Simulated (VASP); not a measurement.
# Ti (I4/mmm) in VASP: further runs

Runs on Ti. Level: r2SCAN. Tasks: single point.

Everything below comes from runs of VASP 6.6.1. Logs are shortened: lines on timing, memory, paths and dates and some standing lists are left out, and cuts for length are marked.

## (1) The cell of the first run

The structure is tetragonal, space group I4/mmm (No. 139). Conventional cell: a = 3.252 Å, b = 3.252 Å, c = 3.170 Å, α = 90.00°, β = 90.00°, γ = 90.00°. Ti (site symmetry 4/mmm) has 14 Ti at 2.79 to 3.25 Å within 3.7 Å.

## (2) Single point, r2SCAN (strain -0.0250 x Voigt [0, 1, 0, 0, 0, 0])

POSCAR reads:

```
Ti
1.0
   -1.6258948694      1.5852474977      1.6258948694
    1.6258948694     -1.5852474977      1.6258948694
    1.6258948694      1.5852474977     -1.6258948694
Ti
1
Direct
    0.0000000000      0.0000000000      0.0000000000
```

INCAR.step1 reads:

```
SYSTEM = Ti
PREC = Accurate ; ENCUT = 520
ISMEAR = 0 ; SIGMA = 0.15
LREAL = .False. ; LASPH = .True.
NELM = 80 ; NBANDS = 12
GGA = PE ; ALGO = Normal
EDIFF = 1E-4 ; LWAVE = .True.
LCHARG = .False.
```

INCAR.step2 reads:

```
SYSTEM = Ti
PREC = Accurate ; ENCUT = 520
EDIFF = 1E-6 ; ISMEAR = 0
SIGMA = 0.15 ; LREAL = .False.
LASPH = .True. ; NELM = 80
ALGO = Normal ; ISIF = 2
LWAVE = .False. ; LCHARG = .False.
METAGGA = R2SCAN ; LMIXTAU = .True.
NBANDS = 12 ; ISTART = 1
```

KPOINTS reads:

```
Automatic mesh
0
Gamma
  26 26 26
  0 0 0
```

Potentials or basis: VASP PAW PBE potentials, release 64 (Ti_sv).

Run with:

```
$ cat potpaw_PBE.64/Ti_sv/POTCAR > POTCAR
$ cp INCAR.step1 INCAR
$ mpirun -np 1 vasp_std > vasp.out
$ cp INCAR.step2 INCAR
$ mpirun -np 1 vasp_std > vasp.out
```

OUTCAR:

```text
SYSTEM = Ti
   PREC = Accurate
   ENCUT = 520
   EDIFF = 1E-6
   ISMEAR = 0
   LREAL = .False.
   LASPH = .True.
   NELM = 80
   ISIF = 2
   METAGGA = R2SCAN
   ISTART = 1

 ion  position               nearest neighbor table
   1  0.000  0.000  0.000-

  LATTYP: Found a body centered tetragonal cell.
 ALAT       =     3.2517897388
 C/A-ratio  =     0.9750000000

  Lattice vectors:

 A1 = (  -1.6258948694,  -1.5852474977,   1.6258948694)
 A2 = (   1.6258948694,  -1.5852474977,  -1.6258948694)
 A3 = (   1.6258948694,   1.5852474977,   1.6258948694)

Analysis of symmetry for initial positions (statically):
=====================================================================
 Subroutine PRICEL returns:
 Original cell was already a primitive cell.

 Routine SETGRP: Setting up the symmetry group for a
 body centered tetragonal supercell.

 Subroutine GETGRP returns: Found 16 space group operations
 (whereof 16 operations were pure point group operations)
 out of a pool of 16 trial point group operations.

The static configuration has the point symmetry D_4h.

Analysis of symmetry for dynamics (positions and initial velocities):
=====================================================================
 Subroutine PRICEL returns:
 Original cell was already a primitive cell.

 Routine SETGRP: Setting up the symmetry group for a
 body centered tetragonal supercell.

 Subroutine GETGRP returns: Found 16 space group operations
 (whereof 16 operations were pure point group operations)
 out of a pool of 16 trial point group operations.

The dynamic configuration has the point symmetry D_4h.

 Subroutine INISYM returns: Found 16 space group operations
 (whereof 16 operations are pure point group operations),
 and found     1 'primitive' translations

----------------------------------------------------------------------------------------

                                     Primitive cell

  volume of cell :      16.7626

  direct lattice vectors                    reciprocal lattice vectors
    -1.625894869  1.585247498  1.625894869     0.000000000  0.315408162  0.307522958
     1.625894869 -1.585247498  1.625894869     0.307522958  0.000000000  0.307522958
     1.625894869  1.585247498 -1.625894869     0.307522958  0.315408162  0.000000000

  length of vectors
     2.792861952  2.792861952  2.792861952     0.440514107  0.434903138  0.440514107

  position of ions in fractional coordinates (direct lattice)
     0.000000000  0.000000000  0.000000000

  ion indices of the primitive-cell ions
   primitive index   ion index
                 1           1

----------------------------------------------------------------------------------------

 KPOINTS: Automatic mesh

Automatic generation of k-mesh.
 Grid dimensions read from file:
 generate k-points for:   26   26   26

 Generating k-lattice:

  Cartesian coordinates                     Fractional coordinates (reciprocal lattice)
     0.000000000  0.012131083  0.011827806     0.038461538 -0.000000000  0.000000000
     0.011827806  0.000000000  0.011827806     0.000000000  0.038461538  0.000000000
     0.011827806  0.012131083  0.000000000     0.000000000 -0.000000000  0.038461538

  Length of vectors
     0.016942850  0.016727044  0.016942850

  Shift w.r.t. Gamma in fractional coordinates (k-lattice)
     0.000000000  0.000000000  0.000000000

 Subroutine IBZKPT returns following result:
 ===========================================

 Found   1330 irreducible k-points:

 Following reciprocal coordinates:
            Coordinates               Weight
  0.000000  0.000000  0.000000      1.000000
  0.038462  0.000000 -0.000000      8.000000
  0.076923  0.000000 -0.000000      8.000000
  0.115385  0.000000 -0.000000      8.000000
  0.153846  0.000000 -0.000000      8.000000
  0.192308 -0.000000  0.000000      8.000000
[... 16 lines left out ...]
  0.307692  0.038462 -0.000000     16.000000
  0.346154  0.038462 -0.000000     16.000000
 [... further k-points ...]
   k-points           NKPTS =   1330   k-points in BZ     NKDIM =   1330   number of bands    NBANDS=     12
   number of dos      NEDOS =    301   number of ions     NIONS =      1
   total plane-waves  NPLWV =  13824
   dimension x,y,z NGX =    24 NGY =   24 NGZ =   24
   dimension x,y,z NGXF=    48 NGYF=   48 NGZF=   48
   ions per type =               1
   NGX,Y,Z   is equivalent  to a cutoff of  14.29, 14.29, 14.29 a.u.
   NGXF,Y,Z  is equivalent  to a cutoff of  28.57, 28.57, 28.57 a.u.
 SYSTEM =  Ti
   PREC   = accura    normal or accurate (medium, high low for compatibility)
   ISTART =      1    job   : 0-new  1-cont  2-samecut
   ICHARG =      0    charge: 1-file 2-atom 10-const
   ISPIN  =      1    spin polarized calculation?
   LNONCOLLINEAR =      F non collinear calculations
   LSORBIT =      F    spin-orbit coupling
   LASPH  =      T    aspherical Exc in radial PAW
   ENCUT  =  520.0 eV  38.22 Ry    6.18 a.u.   5.19  5.19  5.19*2*pi/ulx,y,z
   NELM   =     80;   NELMIN=  2; NELMDL=  0     # of ELM steps
   EDIFF  = 0.1E-05   stopping-criterion for ELM
   LREAL  =      F    real-space projection
   EDIFFG = 0.1E-04   stopping-criterion for IOM
   NSW    =      0    number of steps for IOM
   IBRION =     -1    ionic relax: 0-MD 1-quasi-New 2-CG
   NFREE  =      0    steps in history (QN), initial steepest desc. (CG)
   ISIF   =      2    stress and relaxation
   ISYM   =      2    0-nonsym 1-usesym 2-fastsym
   POTIM  = 0.5000    time-step for ionic-motion
   TEBEG  =    0.0;   TEEND  =   0.0 temperature during run
   PSTRESS=    0.0 pullay stress
   NELECT =      12.0000    total number of electrons
   NUPDOWN=      -1.0000    fix difference up-down
   EMIN   =  10.00;   EMAX   =-10.00  energy-range for DOS
   EFERMI =   0.00;   METHOD = LEGACY
   ISMEAR =     0;   SIGMA  =   0.15  broadening in eV -4-tet -1-fermi 0-gaus
   EFERMI_NEDOS =   21; number of points for ismear=-14 and -15
   IALGO  =     38    algorithm
   IMIX   =      4    mixing-type and parameters
     AMIX     =   0.40;   BMIX     =  1.00
     AMIX_MAG =   1.60;   BMIX_MAG =  1.00
  volume/ion in A,a.u.               =      16.76       113.12
  Fermi-wavevector in a.u.,A,eV,Ry     =   1.464495  2.767494 29.181039  2.144746
  Thomas-Fermi vector in A             =   2.580464
   LORBIT       =      0    0 simple, 1 ext, 2 COOP (PROOUT), +10 PAW based schemes
   METAGGA = R2SCAN    functional components
   LHFCALC =     F    Hartree Fock is set to
   AEXX    =    0.0000 exact exchange contribution
   IVDW    =     0    specifies the selected vdW correction
   LEPSILON=     F    determine dielectric tensor
   LRPA    =     F    only Hartree local field effects (RPA)
 non-spin polarized calculation
 Gauss-broadening in eV      SIGMA  =   0.15
  energy-cutoff  :      520.00
  volume of cell :       16.76
 maximum number of plane-waves:       466
 NGX is ok and might be reduce to    24
   NGX = 11   NGY = 11   NGZ = 11

 number of electron      11.9999998 magnetization

 Free energy of the ion-electron system (eV)
  ---------------------------------------------------
  ext. energy  EPLUGINS =         0.00000000
  ---------------------------------------------------
  free energy    TOTEN  =       -12.82100845 eV

  energy without entropy =      -12.79718821  energy(sigma->0) =      -12.80909833

 E-fermi :   8.5015     XC(G=0): -12.5828

 val. band max:        8.5014763555   @ k =   0.0769   0.2692   0.0385
 cond. band min:       8.5032586648   @ k =  -0.4615   0.2308   0.0000
 fundamental gap:      0.0017823093
 Fermi energy:         8.5015385433

 k-point     1 :       0.0000    0.0000    0.0000
  band No.  band energies     occupation
      1     -50.3328      2.00000
      2     -25.0939      2.00000
      3     -25.0925      2.00000
      4     -25.0925      2.00000
      5       2.0880      2.00000
      6       9.5382      0.00000
      7       9.7525      0.00000
      8       9.7525      0.00000
      9      11.4064      0.00000
     10      11.6561      0.00000
     11      26.6803      0.00000
     12      26.6803      0.00000

 k-point     2 :       0.0385    0.0000   -0.0000
  band No.  band energies     occupation
      1     -50.3305      2.00000
      2     -25.1051      2.00000
      3     -25.0961      2.00000
      4     -25.0933      2.00000
      5       2.1431      2.00000
      6       9.5410      0.00000
      7       9.7440      0.00000
      8       9.7622      0.00000
      9      11.4009      0.00000
     10      11.6319      0.00000
     11      26.6487      0.00000
     12      26.7354      0.00000

 k-point     3 :       0.0769    0.0000   -0.0000
  band No.  band energies     occupation
      1     -50.3238      2.00000
      2     -25.1398      2.00000
      3     -25.1067      2.00000
      4     -25.0939      2.00000
      5       2.3066      2.00000
      6       9.5048      0.00000
      7       9.7130      0.00000
      8       9.8374      0.00000
      9      11.3777      0.00000
     10      11.5785      0.00000
     11      26.5040      0.00000
     12      26.8956      0.00000

 k-point     4 :       0.1154    0.0000   -0.0000
  band No.  band energies     occupation
      1     -50.3130      2.00000
      2     -25.1953      2.00000
      3     -25.1237      2.00000
      4     -25.0948      2.00000
      5       2.5727      2.00000
      6       9.3992      0.00000
      7       9.6443      0.00000
      8      10.0121      0.00000
      9      11.3253      0.00000
     10      11.5414      0.00000
     11      26.1471      0.00000
     12      26.7941      0.00000

 k-point     5 :       0.1538    0.0000   -0.0000
  band No.  band energies     occupation
      1     -50.2987      2.00000
      2     -25.2677      2.00000
      3     -25.1459      2.00000
      4     -25.0959      2.00000
      5       2.9316      2.00000
      6       9.2472      0.00000
      7       9.5224      0.00000
      8      10.2686      0.00000
      9      11.2684      0.00000
     10      11.5391      0.00000
     11      25.5560      0.00000
     12      26.4867      0.00000
[... 228 lines left out ...]
      1     -50.2526      2.00000
      2     -25.4937      2.00000
      3     -25.2158      2.00000
      4     -25.1032      2.00000
      5       4.1440      2.00000
      6       8.7787      0.00898
      7       9.0242      0.00000
      8      11.1901      0.00000
      9      11.2786      0.00000
     10      11.6615      0.00000
     11      23.3177      0.00000
     12      25.0552      0.00000

 k-point    22 :       0.2692    0.0385   -0.0000
  band No.  band energies     occupation
      1     -50.2336      2.00000
      2     -25.5847      2.00000
      3     -25.2456      2.00000
      4     -25.1049      2.00000
      5       4.6535      2.00000
      6       8.5959      0.37373
      7       8.8691      0.00053
      8      11.3384      0.00000
      9      11.6388      0.00000
     10      11.7113      0.00000
     11      22.2427      0.00000
     12      24.4494      0.00000

 k-point    23 :       0.3077    0.0385   -0.0000
  band No.  band energies     occupation
      1     -50.2156      2.00000
      2     -25.6695      2.00000
      3     -25.2736      2.00000
      4     -25.1065      2.00000
      5       5.1142      2.00000
      6       8.4298      1.50143
      7       8.8123      0.00339
      8      11.4396      0.00000
      9      11.7608      0.00000
     10      12.0693      0.00000
     11      21.1615      0.00000
     12      23.8786      0.00000

 k-point    24 :       0.3462    0.0385   -0.0000
  band No.  band energies     occupation
      1     -50.1997      2.00000
      2     -25.7436      2.00000
      3     -25.2981      2.00000
      4     -25.1080      2.00000
      5       5.4717      2.00000
      6       8.2877      1.95618
      7       8.8941      0.00021
      8      11.5233      0.00000
      9      11.8281      0.00000
     10      12.4737      0.00000
     11      20.1394      0.00000
     12      23.3788      0.00000

 [... further k-points ...]
[... 5 lines left out ...]
  --------------------------------------------------------------------------------------
  -------------------------------------------------------------------------------------
  Total        0.3932355      0.2853492      0.3932355     -0.0000000      0.0000000      0.0000000
  in kB       37.5855810     27.2737728     37.5855810     -0.0000000      0.0000000      0.0000000
  external PRESSURE =      34.1483116 kB  Pullay stress =       0.0000000 kB

 VOLUME and BASIS-vectors are now :
 -----------------------------------------------------------------------------
  energy-cutoff  :      520.00
  volume of cell :       16.76
      direct lattice vectors                 reciprocal lattice vectors
    -1.625894869  1.585247498  1.625894869     0.000000000  0.315408162  0.307522958
     1.625894869 -1.585247498  1.625894869     0.307522958  0.000000000  0.307522958
     1.625894869  1.585247498 -1.625894869     0.307522958  0.315408162  0.000000000

 POSITION                                       TOTAL-FORCE (eV/Angst)
 -----------------------------------------------------------------------------------
      0.00000      0.00000      0.00000        -0.000000      0.000000     -0.000000
 -----------------------------------------------------------------------------------
    total drift:                                0.000000     -0.000000     -0.000000

  FREE ENERGIE OF THE ION-ELECTRON SYSTEM (eV)
  ---------------------------------------------------
  free  energy   TOTEN  =       -12.8210084519 eV

  energy  without entropy=      -12.7971882109  energy(sigma->0) =      -12.80909833
```

It took 32 min on 1 thread of Oxide Virtual Turin-like, shared host; peak memory 0.32 GiB.

What came out:

```
Free energy            : -12.8210 eV
Pressure               : 3.4 GPa
Band gap on the k mesh : zero (bands 6 and 7 overlap by 1.88 eV)
```

Levels at points of the mesh, in eV from the Fermi level:
```tsv
k point	band 2	band 3	band 4	band 5	band 6	band 7	band 8	band 9	band 10	band 11
(0.00, 0.00, 0.00)	-33.60	-33.59	-33.59	-6.41	1.04	1.25	1.25	2.90	3.15	18.18
(0.50, 0.00, 0.00)	-34.37	-33.84	-33.61	-2.67	-0.45	1.14	3.10	3.48	4.69	9.65
(0.00, 0.50, 0.00)	-34.38	-33.82	-33.59	-2.67	-0.20	0.95	2.89	3.36	4.67	9.45
(0.50, 0.50, 0.50)	-34.13	-34.13	-34.09	-2.43	-2.37	4.29	4.29	4.33	8.80	8.80
```

Caveat: the cell differs from its parent crystal (strain -0.0250 x Voigt [0, 1, 0, 0, 0, 0]); the cell stands under pressure; the PAW data sets were made with another functional, which shifts forces and pressure a little.

## (3) Single point, r2SCAN (strain +0.0250 x Voigt [0, 1, 0, 0, 0, 0])

POSCAR reads:

```
Ti
1.0
   -1.6258948694      1.6665422411      1.6258948694
    1.6258948694     -1.6665422411      1.6258948694
    1.6258948694      1.6665422411     -1.6258948694
Ti
1
Direct
    0.0000000000      0.0000000000      0.0000000000
```

INCAR.step1 reads:

```
PREC = Accurate ; ENCUT = 520
ISMEAR = 0 ; SIGMA = 0.15
LREAL = F ; LASPH = T
NELM = 60 ; NBANDS = 12
GGA = PE ; ALGO = Normal
EDIFF = 1E-4 ; LWAVE = T
LCHARG = F
```

INCAR.step2 reads:

```
PREC = Accurate ; ENCUT = 520
EDIFF = 1E-6 ; ISMEAR = 0
SIGMA = 0.15 ; LREAL = F
LASPH = T ; NELM = 60
ALGO = Normal ; ISIF = 2
LWAVE = F ; LCHARG = F
METAGGA = R2SCAN ; LMIXTAU = T
NBANDS = 12 ; ISTART = 1
```

KPOINTS reads:

```
regular mesh
0
Gamma
  26 26 26
```

Potentials or basis: VASP PAW PBE potentials, release 64 (Ti_sv).

Run with:

```
$ cat potpaw_PBE.64/Ti_sv/POTCAR > POTCAR
$ cp INCAR.step1 INCAR
$ mpirun -np 1 vasp_std > vasp.out
$ cp INCAR.step2 INCAR
$ mpirun -np 1 vasp_std > vasp.out
```

Run time: 39 min. Hardware: 1 thread of Oxide Virtual Turin-like, shared host; peak memory 0.33 GiB.

Results (log left out):

| Quantity | Value |
| --- | --- |
| Free energy | -12.8248 eV |
| Pressure | -2.2 GPa |
| Band gap on the k mesh | zero (bands 6 and 7 overlap by 1.76 eV) |

Stress tensor (GPa, compression positive):
```
-2.52  0.00  0.00
 0.00 -1.60  0.00
 0.00  0.00 -2.52
```

Levels at points of the mesh, in eV from the Fermi level:
```
           k point  band 3  band 4  band 5  band 6  band 7  band 8  band 9  band 10
(0.00, 0.00, 0.00)  -33.77  -33.76   -6.31    1.06    1.06    1.25    2.76     2.98
(0.50, 0.00, 0.00)  -33.97  -33.77   -2.55   -0.24    0.86    2.78    3.22     4.39
(0.00, 0.50, 0.00)  -33.98  -33.78   -2.54   -0.47    1.03    3.02    3.27     4.41
(0.50, 0.50, 0.50)  -34.21  -34.21   -2.25   -2.19    4.03    4.06    4.06     8.14
```

Caveat: the cell differs from its parent crystal (strain +0.0250 x Voigt [0, 1, 0, 0, 0, 0]); the PAW data sets were made with another functional, which shifts forces and pressure a little.
